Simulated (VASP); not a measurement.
# Cu2Ge3Mo (P-4m2) in VASP: single point with PBE

Aim: the single point of Cu2Ge3Mo with PBE.

All numbers are computed with VASP 6.6.1; they aren't measurements. Logs are shortened: lines on timing, memory, paths and dates and some standing lists are left out, and cuts for length are marked.

## Step 1: The cell of the first run

It takes space group P-4m2 (No. 115, tetragonal). The conventional cell has a = 3.597 Å, b = 3.597 Å, c = 7.925 Å, α = 90.00°, β = 90.00°, γ = 90.00°. Within 3.6 Å of Cu (site symmetry 2mm) lie 7 Ge at 2.70 to 2.79 Å and 2 Mo at 2.79 Å and 4 Cu at 3.60 Å. Within 3.6 Å of Ge (site symmetry 2mm) lie 5 Cu at 2.70 to 2.76 Å and 10 Ge at 3.14 to 3.60 Å and 2 Mo at 3.53 Å. Ge (site symmetry -4m2) has 4 Mo at 2.54 Å and 4 Cu at 2.79 Å within 3.4 Å. Within 3.4 Å of Mo (site symmetry -4m2) lie 4 Ge at 2.54 Å and 4 Cu at 2.79 Å.

## Step 2: Single point, PBE

Input file INCAR:

```
SYSTEM = Cu2Ge3Mo
ALGO     = Normal         ! electronic algorithm
EDIFF    = 1E-6           ! SCF threshold, eV
ENCUT    = 600            ! plane-wave cutoff, eV
GGA      = PE             ! functional
GGA_COMPAT= .FALSE.      
ISIF     = 2              ! what is computed and relaxed
ISMEAR   = 0              ! smearing method
LASPH    = .TRUE.         ! aspherical terms in the spheres
LCHARG   = .TRUE.         ! write CHGCAR
LELF     = .TRUE.         ! ELF
LREAL    = .FALSE.        ! projectors in reciprocal space
LVHAR    = .TRUE.       
LWAVE    = .FALSE.        ! write WAVECAR
NBANDS   = 48             ! bands
NELM     = 120            ! most SCF steps
PREC     = Accurate       ! precision mode
SIGMA    = 0.1            ! smearing width, eV
```

Input file KPOINTS:

```
k-points
0
G
  6 6 2
  0 0 0
```

Input file POSCAR:

```
Cu2Ge3Mo
1.0
    3.5972462700      0.0000000000      0.0000000000
    0.0000000000      3.5972462700      0.0000000000
    0.0000000000      0.0000000000      7.9250712800
Cu Ge Mo
2 3 1
Direct
    0.0000000000      0.5000000000      0.7315000300
    0.5000000000      0.0000000000      0.2684999700
    0.0000000000      0.5000000000      0.3835000100
    0.5000000000      0.0000000000      0.6164999900
    0.5000000000      0.5000000000      0.0000000000
    0.0000000000      0.0000000000      0.0000000000
```

Potentials or basis: VASP PAW PBE potentials, release 64 (Cu, Ge_d, Mo_sv).

Command:

```sh
$ cat potpaw_PBE.64/Cu/POTCAR potpaw_PBE.64/Ge_d/POTCAR potpaw_PBE.64/Mo_sv/POTCAR > POTCAR
$ mpirun -np 1 vasp_std > vasp.out
```

OUTCAR:

```text
SYSTEM = Cu2Ge3Mo
   EDIFF = 1E-6
   ENCUT = 600
   GGA = PE
   ISIF = 2
   ISMEAR = 0
   LASPH = .TRUE.
   LREAL = .FALSE.
   NELM = 120
   PREC = Accurate

 ion  position               nearest neighbor table
   1  0.000  0.500  0.732-   4 2.70   4 2.70   4 2.70   4 2.70   3 2.76   6 2.79   6 2.79   5 2.79
                             5 2.79
   2  0.500  0.000  0.268-   3 2.70   3 2.70   3 2.70   3 2.70   4 2.76   5 2.79   6 2.79   6 2.79
                             5 2.79
   3  0.000  0.500  0.384-   2 2.70   2 2.70   2 2.70   2 2.70   1 2.76
   4  0.500  0.000  0.616-   1 2.70   1 2.70   1 2.70   1 2.70   2 2.76
   5  0.500  0.500  0.000-   6 2.54   6 2.54   6 2.54   6 2.54   2 2.79   1 2.79   1 2.79   2 2.79

   6  0.000  0.000  0.000-   5 2.54   5 2.54   5 2.54   5 2.54   2 2.79   2 2.79   1 2.79   1 2.79

  LATTYP: Found a simple tetragonal cell.
 ALAT       =     3.5972462700
 C/A-ratio  =     2.2030938905

  Lattice vectors:

 A1 = (   3.5972462700,   0.0000000000,   0.0000000000)
 A2 = (   0.0000000000,   3.5972462700,   0.0000000000)
 A3 = (   0.0000000000,   0.0000000000,   7.9250712800)

Analysis of symmetry for initial positions (statically):
=====================================================================
 Subroutine PRICEL returns:
 Original cell was already a primitive cell.

 Routine SETGRP: Setting up the symmetry group for a
 simple tetragonal supercell.

 Subroutine GETGRP returns: Found  8 space group operations
 (whereof  8 operations were pure point group operations)
 out of a pool of 16 trial point group operations.

The static configuration has the point symmetry D_2d.

Analysis of symmetry for dynamics (positions and initial velocities):
=====================================================================
 Subroutine PRICEL returns:
 Original cell was already a primitive cell.

 Routine SETGRP: Setting up the symmetry group for a
 simple tetragonal supercell.

 Subroutine GETGRP returns: Found  8 space group operations
 (whereof  8 operations were pure point group operations)
 out of a pool of 16 trial point group operations.

The dynamic configuration has the point symmetry D_2d.

 Subroutine INISYM returns: Found  8 space group operations
 (whereof  8 operations are pure point group operations),
 and found     1 'primitive' translations

----------------------------------------------------------------------------------------

                                     Primitive cell

  volume of cell :     102.5519

  direct lattice vectors                    reciprocal lattice vectors
     3.597246270  0.000000000  0.000000000     0.277990420  0.000000000  0.000000000
     0.000000000  3.597246270  0.000000000     0.000000000  0.277990420  0.000000000
     0.000000000  0.000000000  7.925071280     0.000000000  0.000000000  0.126181830

  length of vectors
     3.597246270  3.597246270  7.925071280     0.277990420  0.277990420  0.126181830

  position of ions in fractional coordinates (direct lattice)
     0.000000000  0.500000000  0.731500030
     0.500000000  0.000000000  0.268499970
     0.000000000  0.500000000  0.383500010
     0.500000000  0.000000000  0.616499990
     0.500000000  0.500000000  0.000000000
     0.000000000  0.000000000  0.000000000

  ion indices of the primitive-cell ions
   primitive index   ion index
                 1           1
                 2           2
                 3           3
                 4           4
                 5           5
                 6           6

----------------------------------------------------------------------------------------

 KPOINTS: k-points

Automatic generation of k-mesh.
 Grid dimensions read from file:
 generate k-points for:    6    6    2

 Generating k-lattice:

  Cartesian coordinates                     Fractional coordinates (reciprocal lattice)
     0.046331737  0.000000000  0.000000000     0.166666667  0.000000000  0.000000000
     0.000000000  0.046331737  0.000000000     0.000000000  0.166666667  0.000000000
     0.000000000  0.000000000  0.063090915     0.000000000  0.000000000  0.500000000

  Length of vectors
     0.046331737  0.046331737  0.063090915

  Shift w.r.t. Gamma in fractional coordinates (k-lattice)
     0.000000000  0.000000000  0.000000000

 Subroutine IBZKPT returns following result:
 ===========================================

 Found     20 irreducible k-points:

 Following reciprocal coordinates:
            Coordinates               Weight
  0.000000  0.000000  0.000000      1.000000
  0.166667  0.000000  0.000000      4.000000
  0.333333  0.000000  0.000000      4.000000
  0.500000  0.000000  0.000000      2.000000
  0.166667  0.166667  0.000000      4.000000
  0.333333  0.166667  0.000000      8.000000
[... 12 lines left out ...]
  0.500000  0.333333  0.500000      4.000000
  0.500000  0.500000  0.500000      1.000000
   k-points           NKPTS =     20   k-points in BZ     NKDIM =     20   number of bands    NBANDS=     48
   number of dos      NEDOS =    301   number of ions     NIONS =      6
   total plane-waves  NPLWV =  57600
   dimension x,y,z NGX =    30 NGY =   30 NGZ =   64
   dimension x,y,z NGXF=    60 NGYF=   60 NGZF=  128
   ions per type =               2   3   1
   NGX,Y,Z   is equivalent  to a cutoff of  13.86, 13.86, 13.43 a.u.
   NGXF,Y,Z  is equivalent  to a cutoff of  27.73, 27.73, 26.85 a.u.
 SYSTEM =  Cu2Ge3Mo
   PREC   = accura    normal or accurate (medium, high low for compatibility)
   ISTART =      0    job   : 0-new  1-cont  2-samecut
   ICHARG =      2    charge: 1-file 2-atom 10-const
   ISPIN  =      1    spin polarized calculation?
   LNONCOLLINEAR =      F non collinear calculations
   LSORBIT =      F    spin-orbit coupling
   LASPH  =      T    aspherical Exc in radial PAW
   ENCUT  =  600.0 eV  44.10 Ry    6.64 a.u.   7.18  7.18 15.83*2*pi/ulx,y,z
   NELM   =    120;   NELMIN=  2; NELMDL= -5     # of ELM steps
   EDIFF  = 0.1E-05   stopping-criterion for ELM
   LREAL  =      F    real-space projection
[... 7 lines left out ...]
   TEBEG  =    0.0;   TEEND  =   0.0 temperature during run
   PSTRESS=    0.0 pullay stress
   NELECT =      78.0000    total number of electrons
   NUPDOWN=      -1.0000    fix difference up-down
   EMIN   =  10.00;   EMAX   =-10.00  energy-range for DOS
   EFERMI =   0.00;   METHOD = LEGACY
   ISMEAR =     0;   SIGMA  =   0.10  broadening in eV -4-tet -1-fermi 0-gaus
   EFERMI_NEDOS =   21; number of points for ismear=-14 and -15
   IALGO  =     38    algorithm
   IMIX   =      4    mixing-type and parameters
     AMIX     =   0.40;   BMIX     =  1.00
     AMIX_MAG =   1.60;   BMIX_MAG =  1.00
  volume/ion in A,a.u.               =      17.09       115.34
  Fermi-wavevector in a.u.,A,eV,Ry     =   1.494371  2.823952 30.383791  2.233146
  Thomas-Fermi vector in A             =   2.606653
   LORBIT       =      0    0 simple, 1 ext, 2 COOP (PROOUT), +10 PAW based schemes
   GGA     = PE    functional components
   LHFCALC =     F    Hartree Fock is set to
   AEXX    =    0.0000 exact exchange contribution
   IVDW    =     0    specifies the selected vdW correction
   LEPSILON=     F    determine dielectric tensor
   LRPA    =     F    only Hartree local field effects (RPA)
 non-spin polarized calculation
 Gauss-broadening in eV      SIGMA  =   0.10
  energy-cutoff  :      600.00
  volume of cell :      102.55
 maximum number of plane-waves:      3448
 NGX is ok and might be reduce to    30
   NGX = 15   NGY = 15   NGZ = 31

 number of electron      77.9999981 magnetization

 Free energy of the ion-electron system (eV)
  ---------------------------------------------------
  ext. energy  EPLUGINS =         0.00000000
  ---------------------------------------------------
  free energy    TOTEN  =       -30.32385562 eV

  energy without entropy =      -30.30626403  energy(sigma->0) =      -30.31505982

 E-fermi :   7.0765     XC(G=0): -11.6087

 val. band max:        7.0557536002   @ k =   0.0000   0.0000   0.0000
 cond. band min:       7.0802360711   @ k =   0.3333   0.0000   0.5000
 fundamental gap:      0.0244824709
 Fermi energy:         7.0765446320

 k-point     1 :       0.0000    0.0000    0.0000
  band No.  band energies     occupation
      1     -53.9307      2.00000
      2     -28.1268      2.00000
      3     -28.1268      2.00000
      4     -27.8403      2.00000
      5     -17.5567      2.00000
      6     -17.5126      2.00000
[... 40 lines left out ...]
     47      12.1214      0.00000
     48      12.5599      0.00000

 k-point     2 :       0.1667    0.0000    0.0000
  band No.  band energies     occupation
      1     -53.9297      2.00000
      2     -28.1479      2.00000
      3     -28.1274      2.00000
      4     -27.8388      2.00000
      5     -17.5525      2.00000
      6     -17.5110      2.00000
[... 40 lines left out ...]
     47      13.0068      0.00000
     48      13.1622      0.00000

 k-point     3 :       0.3333    0.0000    0.0000
  band No.  band energies     occupation
      1     -53.9277      2.00000
      2     -28.1900      2.00000
      3     -28.1287      2.00000
      4     -27.8358      2.00000
      5     -17.5444      2.00000
      6     -17.5125      2.00000
[... 40 lines left out ...]
     47      12.2576      0.00000
     48      12.8511      0.00000

 k-point     4 :       0.5000    0.0000    0.0000
  band No.  band energies     occupation
      1     -53.9268      2.00000
      2     -28.2109      2.00000
      3     -28.1293      2.00000
      4     -27.8343      2.00000
      5     -17.5405      2.00000
      6     -17.5132      2.00000
[... 754 lines left out ...]
     47      10.5558      0.00000
     48      11.9327      0.00000

 k-point    19 :       0.5000    0.3333    0.5000
  band No.  band energies     occupation
      1     -53.9243      2.00000
      2     -28.1972      2.00000
      3     -28.1769      2.00000
      4     -27.8291      2.00000
      5     -17.5475      2.00000
      6     -17.5157      2.00000
[... 40 lines left out ...]
     47      11.0193      0.00000
     48      11.8729      0.00000

 k-point    20 :       0.5000    0.5000    0.5000
  band No.  band energies     occupation
      1     -53.9234      2.00000
      2     -28.1927      2.00000
      3     -28.1927      2.00000
      4     -27.8274      2.00000
      5     -17.5498      2.00000
      6     -17.5164      2.00000
[... 40 lines left out ...]
     47      11.5322      0.00000
     48      11.5851      0.00000

------------------------ aborting loop because EDIFF is reached ----------------------------------------

  FORCE on cell =-STRESS in cart. coord.  units (eV):
  Direction    XX          YY          ZZ          XY          YZ          ZX
  --------------------------------------------------------------------------------------
  -------------------------------------------------------------------------------------
  Total       -3.6355547     -3.6355547     -4.4710544      0.0000000      0.0000000      0.0000000
  in kB      -56.7986152    -56.7986152    -69.8517063      0.0000000      0.0000000      0.0000000
  external PRESSURE =     -61.1496456 kB  Pullay stress =       0.0000000 kB

 VOLUME and BASIS-vectors are now :
 -----------------------------------------------------------------------------
  energy-cutoff  :      600.00
  volume of cell :      102.55
      direct lattice vectors                 reciprocal lattice vectors
     3.597246270  0.000000000  0.000000000     0.277990420  0.000000000  0.000000000
     0.000000000  3.597246270  0.000000000     0.000000000  0.277990420  0.000000000
     0.000000000  0.000000000  7.925071280     0.000000000  0.000000000  0.126181830

 POSITION                                       TOTAL-FORCE (eV/Angst)
 -----------------------------------------------------------------------------------
      0.00000      1.79862      5.79719        -0.000000     -0.000000     -0.334365
      1.79862      0.00000      2.12788        -0.000000     -0.000000      0.334365
      0.00000      1.79862      3.03926        -0.000000     -0.000000     -0.273280
      1.79862      0.00000      4.88581         0.000000     -0.000000      0.273280
      1.79862      1.79862      0.00000        -0.000000      0.000000      0.000000
      0.00000      0.00000      0.00000        -0.000000     -0.000000      0.000000
 -----------------------------------------------------------------------------------
    total drift:                                0.000000      0.000000      0.000000

  FREE ENERGIE OF THE ION-ELECTRON SYSTEM (eV)
  ---------------------------------------------------
  free  energy   TOTEN  =       -30.3238556226 eV

  energy  without entropy=      -30.3062640256  energy(sigma->0) =      -30.31505982
```

Run time: 3.1 min. Hardware: 1 thread of Intel Xeon 6975P-C, shared host; peak memory 0.29 GiB.

What came out:

- Free energy: -30.3239 eV
- Pressure: -6.1 GPa
- Largest force: 0.334 eV/Å
- Band gap on the k mesh: zero (band 39 reaches 7.97 eV, above the bottom of band 40 at 6.03 eV)

Forces in eV/Å, atoms in the order of the input:
```
Cu   0.000  0.000 -0.334
Cu   0.000  0.000  0.334
Ge   0.000  0.000 -0.273
Ge   0.000  0.000  0.273
Ge   0.000  0.000  0.000
Mo   0.000  0.000  0.000
```

Caveat: the k points lie up to 0.40 Å⁻¹ apart.
